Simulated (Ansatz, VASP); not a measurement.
## One calculation of Au, two programs

```
Au
1.0
     2.90000    0.00000    0.00000
    -1.45000    2.51147    0.00000
     0.00000    0.00000    5.00200
Au
2
Direct
  0.33333 0.66667 0.75000
  0.66667 0.33333 0.25000
```

Change from the starting cell: strain +0.000 along x and y, +0.025 along z, atoms carried along.

Alike in both runs: task single point; functional PBEsol; k mesh 18 × 18 × 10; occupations gaussian, width 0.15 eV; no spin polarisation.

|  | VASP | Ansatz |
| --- | --- | --- |
| version | VASP 6.6.1 | Ansatz 0.2.0 |
| potentials or method | VASP PAW PBE potentials, release 64 (Au), cutoff 520 eV | scalar-relativistic, plane waves, PAW |
| valence electrons in the cell | 22 | 38 |

Ansatz gave:

- gap on the k mesh at the Fermi level (eV): none
- pressure (GPa): -9.2
- traceless stress, the component that is largest in VASP (GPa): -0.47

Estimate VASP's values.

gap on the k mesh at the Fermi level (eV): none; pressure (GPa): -9.4; traceless stress, the component that is largest in VASP (GPa): -0.49.

VASP's potentials were made for PBE, not for PBEsol. A gap of «none» marks a metal or a gap that the smearing closes. VASP's potentials hold 22 valence electrons a cell and Ansatz's 38, so a difference there can come from the potentials and not from the codes.

Spin-orbit coupling is off throughout.
